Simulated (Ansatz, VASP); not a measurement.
Pb: VASP beside Ansatz

```xyz
1
Lattice="0.0000 2.4698 2.4698 2.4698 0.0000 2.4698 2.4698 2.4698 0.0000" Properties=species:S:1:pos:R:3 pbc="T T T"
Pb    0.0000    0.0000    0.0000
```

Alike in both runs: task single point; functional PBEsol; k mesh 16 × 16 × 16; occupations gaussian, width 0.15 eV; no spin polarisation.

```csv
,VASP,Ansatz
version,VASP 6.6.1,Ansatz 0.2.0
potentials or method,"VASP PAW PBE potentials, release 64 (Pb_d), cutoff 520 eV","scalar-relativistic, plane waves, PAW"
valence electrons in the cell,14,14
```

|  | VASP | Ansatz | Ansatz less VASP |
| --- | --- | --- | --- |
| gap on the k mesh at the Fermi level (eV) | none | none | - |
| pressure (GPa) | -0.3 | -0.2 | +0.02 |

VASP's potentials were made for PBE, not for PBEsol. A gap of «none» marks a metal or a gap that the smearing closes. The functional is the same, so the differences come from potentials, cutoffs and numerics.

Spin-orbit coupling is off throughout.
